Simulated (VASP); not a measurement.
# CuO (Fm-3m) in VASP: vibrations by perturbation theory with PBE

Aim: the vibrations by perturbation theory of CuO with PBE.

Program: VASP 6.6.1. These are calculated values, not measurements. Logs are shortened: lines on timing, memory, paths and dates and some standing lists are left out, and cuts for length are marked.

**1. The cell of the first run**

The structure is cubic, space group Fm-3m (No. 225). The conventional cell has a = 4.248 Å, b = 4.248 Å, c = 4.248 Å, α = 90.00°, β = 90.00°, γ = 90.00°. Within 2.8 Å of Cu (site symmetry m-3m) lie 6 O at 2.12 Å. Within 2.8 Å of O (site symmetry m-3m) lie 6 Cu at 2.12 Å.

**2. Vibrations by perturbation theory, PBE**

Contents of INCAR:

```
SYSTEM = CuO
ALGO     = Normal         ! electronic algorithm
EDIFF    = 1E-8           ! SCF threshold, eV
ENCUT    = 520            ! plane-wave cutoff, eV
GGA      = PE             ! functional
IBRION   = 8              ! ionic algorithm
ISIF     = 2              ! what is computed and relaxed
ISMEAR   = -1             ! smearing method
LASPH    = .True.         ! aspherical terms in the spheres
LCHARG   = .False.        ! write CHGCAR
LREAL    = .False.        ! projectors in reciprocal space
LWAVE    = .False.        ! write WAVECAR
NBANDS   = 16             ! bands
NELM     = 80             ! most SCF steps
NSW      = 1              ! ionic steps
PREC     = Accurate       ! precision mode
SIGMA    = 0.15           ! smearing width, eV
```

Contents of KPOINTS:

```
k-points
0
Gamma
  22 22 22
  0 0 0
```

Contents of POSCAR:

```
CuO
1.0
    0.0000000000      2.1240472426      2.1240472426
    2.1240472426      0.0000000000      2.1240472426
    2.1240472426      2.1240472426      0.0000000000
Cu O
1 1
Direct
    0.5000000000      0.5000000000      0.5000000000
    0.0000000000      0.0000000000      0.0000000000
```

Potentials or basis: VASP PAW PBE potentials, release 64 (Cu, O).

The run is started by

```sh
$ cat potpaw_PBE.64/Cu/POTCAR potpaw_PBE.64/O/POTCAR > POTCAR
$ mpirun -np 1 vasp_std > vasp.out
```

OUTCAR:

```text
SYSTEM = CuO
   EDIFF = 1E-8
   ENCUT = 520
   GGA = PE
   IBRION = 8
   ISIF = 2
   ISMEAR = -1
   LASPH = .True.
   LREAL = .False.
   NELM = 80
   NSW = 1
   PREC = Accurate

 ion  position               nearest neighbor table
   1  0.500  0.500  0.500-   2 2.12   2 2.12   2 2.12   2 2.12   2 2.12   2 2.12
   2  0.000  0.000  0.000-   1 2.12   1 2.12   1 2.12   1 2.12   1 2.12   1 2.12

  LATTYP: Found a face centered cubic cell.
 ALAT       =     4.2480944852

  Lattice vectors:

 A1 = (   0.0000000000,   2.1240472426,   2.1240472426)
 A2 = (   2.1240472426,   0.0000000000,   2.1240472426)
 A3 = (   2.1240472426,   2.1240472426,   0.0000000000)

Analysis of symmetry for initial positions (statically):
=====================================================================
 Subroutine PRICEL returns:
 Original cell was already a primitive cell.

 Routine SETGRP: Setting up the symmetry group for a
 face centered cubic supercell.

 Subroutine GETGRP returns: Found 48 space group operations
[... 9 lines left out ...]

 Routine SETGRP: Setting up the symmetry group for a
 face centered cubic supercell.

 Subroutine GETGRP returns: Found 48 space group operations
[... 11 lines left out ...]
                                     Primitive cell

  volume of cell :      19.1656

  direct lattice vectors                    reciprocal lattice vectors
     0.000000000  2.124047243  2.124047243    -0.235399661  0.235399661  0.235399661
     2.124047243  0.000000000  2.124047243     0.235399661 -0.235399661  0.235399661
     2.124047243  2.124047243  0.000000000     0.235399661  0.235399661 -0.235399661

  length of vectors
     3.003856418  3.003856418  3.003856418     0.407724172  0.407724172  0.407724172

  position of ions in fractional coordinates (direct lattice)
     0.500000000  0.500000000  0.500000000
     0.000000000  0.000000000  0.000000000

  ion indices of the primitive-cell ions
   primitive index   ion index
                 1           1
                 2           2

----------------------------------------------------------------------------------------

 KPOINTS: k-points

Automatic generation of k-mesh.
 Grid dimensions read from file:
 generate k-points for:   22   22   22

 Generating k-lattice:

  Cartesian coordinates                     Fractional coordinates (reciprocal lattice)
    -0.010699985  0.010699985  0.010699985     0.045454545  0.000000000  0.000000000
     0.010699985 -0.010699985  0.010699985     0.000000000  0.045454545  0.000000000
     0.010699985  0.010699985 -0.010699985     0.000000000  0.000000000  0.045454545

  Length of vectors
     0.018532917  0.018532917  0.018532917

  Shift w.r.t. Gamma in fractional coordinates (k-lattice)
     0.000000000  0.000000000  0.000000000

 Subroutine IBZKPT returns following result:
 ===========================================

 Found    328 irreducible k-points:

 Following reciprocal coordinates:
            Coordinates               Weight
  0.000000  0.000000  0.000000      1.000000
  0.045455  0.000000  0.000000      8.000000
  0.090909  0.000000  0.000000      8.000000
  0.136364  0.000000  0.000000      8.000000
  0.181818  0.000000  0.000000      8.000000
  0.227273  0.000000  0.000000      8.000000
[... 46 lines left out ...]
   TEBEG  =    0.0;   TEEND  =   0.0 temperature during run
   PSTRESS=    0.0 pullay stress
   NELECT =      17.0000    total number of electrons
   NUPDOWN=      -1.0000    fix difference up-down
   EMIN   =  10.00;   EMAX   =-10.00  energy-range for DOS
   EFERMI =   0.00;   METHOD = LEGACY
   ISMEAR =    -1;   SIGMA  =   0.15  broadening in eV -4-tet -1-fermi 0-gaus
   EFERMI_NEDOS =   21; number of points for ismear=-14 and -15
   IALGO  =     38    algorithm
   IMIX   =      4    mixing-type and parameters
     AMIX     =   0.40;   BMIX     =  1.00
     AMIX_MAG =   1.60;   BMIX_MAG =  1.00
  volume/ion in A,a.u.               =       9.58        64.67
  Fermi-wavevector in a.u.,A,eV,Ry     =   1.572957  2.972459 33.663467  2.474195
  Thomas-Fermi vector in A             =   2.674314
   LORBIT       =      0    0 simple, 1 ext, 2 COOP (PROOUT), +10 PAW based schemes
   GGA     = PE    functional components
   LHFCALC =     F    Hartree Fock is set to
   AEXX    =    0.0000 exact exchange contribution
   IVDW    =     0    specifies the selected vdW correction
   LEPSILON=     F    determine dielectric tensor
   LRPA    =     F    only Hartree local field effects (RPA)
 non-spin polarized calculation
  energy-cutoff  :      520.00
  volume of cell :       19.17
 maximum number of plane-waves:       533
   NGX = 11   NGY = 11   NGZ = 11

--------------------------------------- Ionic step        1  -------------------------------------------

 number of electron      17.0000012 magnetization

 Free energy of the ion-electron system (eV)
  ---------------------------------------------------
  ext. energy  EPLUGINS =         0.00000000
  ---------------------------------------------------
  free energy    TOTEN  =        -9.59018564 eV

  energy without entropy =       -9.47826039  energy(sigma->0) =       -9.53422302

 E-fermi :   6.0758     XC(G=0): -12.3618

 val. band max:        6.0713567062   @ k =  -0.2273   0.3636   0.1364
 cond. band min:       6.0870342127   @ k =  -0.2727   0.3636   0.0909
 fundamental gap:      0.0156775065
 Fermi energy:         6.0758486844

 k-point     1 :       0.0000    0.0000    0.0000
  band No.  band energies     occupation
      1     -13.3846      2.00000
      2       3.6305      2.00000
      3       3.6305      2.00000
      4       3.6305      2.00000
      5       3.7592      2.00000
      6       3.7592      2.00000
[... 433 lines left out ...]
      3       1.2200      2.00000
      4       1.2211      2.00000
      5       4.2241      1.99999
      6       4.2315      1.99999
[... 8 lines left out ...]
     15      30.7294      0.00000
     16      30.7864      0.00000

 [... further k-points ...]
[... 5 lines left out ...]
  --------------------------------------------------------------------------------------
  -------------------------------------------------------------------------------------
  Total        0.0311835      0.0311835      0.0311835      0.0000000      0.0000000      0.0000000
  in kB        2.6068347      2.6068347      2.6068347      0.0000000      0.0000000      0.0000000
  external PRESSURE =       2.6068347 kB  Pullay stress =       0.0000000 kB

 VOLUME and BASIS-vectors are now :
 -----------------------------------------------------------------------------
  energy-cutoff  :      520.00
  volume of cell :       19.17
      direct lattice vectors                 reciprocal lattice vectors
     0.000000000  2.124047243  2.124047243    -0.235399661  0.235399661  0.235399661
     2.124047243  0.000000000  2.124047243     0.235399661 -0.235399661  0.235399661
     2.124047243  2.124047243  0.000000000     0.235399661  0.235399661 -0.235399661

 POSITION                                       TOTAL-FORCE (eV/Angst)
 -----------------------------------------------------------------------------------
      2.12405      2.12405      2.12405        -0.000000      0.000000     -0.000000
      0.00000      0.00000      0.00000         0.000000     -0.000000      0.000000
 -----------------------------------------------------------------------------------
    total drift:                                0.000000     -0.000000      0.000000

  FREE ENERGIE OF THE ION-ELECTRON SYSTEM (eV)
  ---------------------------------------------------
  free  energy   TOTEN  =        -9.5901856449 eV

  energy  without entropy=       -9.4782603858  energy(sigma->0) =       -9.53422302

[... ionic steps 2 to 3 ...]

--------------------------------------- Ionic step        4  -------------------------------------------

------------------------ aborting loop because EDIFF is reached ----------------------------------------

[... ionic steps 5 to 6 ...]

--------------------------------------- Ionic step        7  -------------------------------------------

 Free energy of the ion-electron system (eV)
  ---------------------------------------------------
  ---------------------------------------------------
  free energy    TOTEN  =        -0.35487507 eV

  energy without entropy =       -0.35487507

------------------------ aborting loop because EDIFF is reached ----------------------------------------

 INTERNAL STRAIN TENSOR  FOR ION    2  DIRECTION 1   (eV/Angst):
 -----------------------------------------------------------------------------
    -0.01764 -0.00000  0.00000
     0.00000  0.01536 -0.00000
    -0.00000 -0.00000  0.01536

 INTERNAL STRAIN TENSOR FOR ION    2 for displacements in x,y,z  (eV/Angst):
          X           Y           Z          XY          YZ          ZX
  --------------------------------------------------------------------------------
  x     0.00000     0.00000     0.00000     0.00000     0.00000     0.00000
  y     0.00000     0.00000     0.00000     0.00000     0.00000     0.00000
  z     0.00000     0.00000     0.00000     0.00000     0.00000     0.00000

 SECOND DERIVATIVES (NOT SYMMETRIZED)
 ------------------------------------
               1X          1Y          1Z          2X          2Y          2Z
  1X    -5.294629    0.000000    0.000000    5.294629    0.000000    0.000000
  1Y     0.000000   -5.294629    0.000000    0.000000    5.294629    0.000000
  1Z     0.000000    0.000000   -5.294629    0.000000    0.000000    5.294629
  2X     5.272736    0.000000    0.000000   -5.272736    0.000000    0.000000
  2Y     0.000000    5.272736    0.000000    0.000000   -5.272736    0.000000
  2Z     0.000000    0.000000    5.272736    0.000000    0.000000   -5.272736

 Eigenvectors and eigenvalues of the dynamical matrix
 ----------------------------------------------------

   1 f  =   10.045123 THz    63.115369 2PiTHz  335.069234 cm-1    41.543272 meV
             X         Y         Z           dx          dy          dz
      2.124047  2.124047  2.124047     0.449231   -0.000000    0.000000
      0.000000  0.000000  0.000000    -0.893416   -0.000000   -0.000000
[... 21 lines left out ...]
   6 f/i=    0.008352 THz     0.052479 2PiTHz    0.278605 cm-1     0.034543 meV
             X         Y         Z           dx          dy          dz
      2.124047  2.124047  2.124047     0.083870   -0.155603   -0.875754
      0.000000  0.000000  0.000000     0.042172   -0.078241   -0.440350

--------------------------------------------------------------------------------------------------------

 ELASTIC MODULI CONTR FROM IONIC RELAXATION (kBar)
 Direction    XX          YY          ZZ          XY          YZ          ZX
 --------------------------------------------------------------------------------
 XX           0.0000      0.0000      0.0000      0.0000      0.0000      0.0000
 YY           0.0000      0.0000      0.0000      0.0000      0.0000      0.0000
 ZZ           0.0000      0.0000      0.0000      0.0000      0.0000      0.0000
 XY           0.0000      0.0000      0.0000      0.0000      0.0000      0.0000
 YZ           0.0000      0.0000      0.0000      0.0000      0.0000      0.0000
 ZX           0.0000      0.0000      0.0000      0.0000      0.0000      0.0000
 --------------------------------------------------------------------------------
```

Run time: 20 min. Hardware: 1 thread of Oxide Virtual Turin-like, shared host; peak memory 0.56 GiB.

What came out:

* Highest phonon frequency at Γ, LO-TO splitting left out: 335 cm⁻¹

Phonon frequencies in cm⁻¹ (negative: imaginary):
```tsv
q point	frequencies
(0.000, 0.000, 0.000)	0 0 0 335 335 335
```
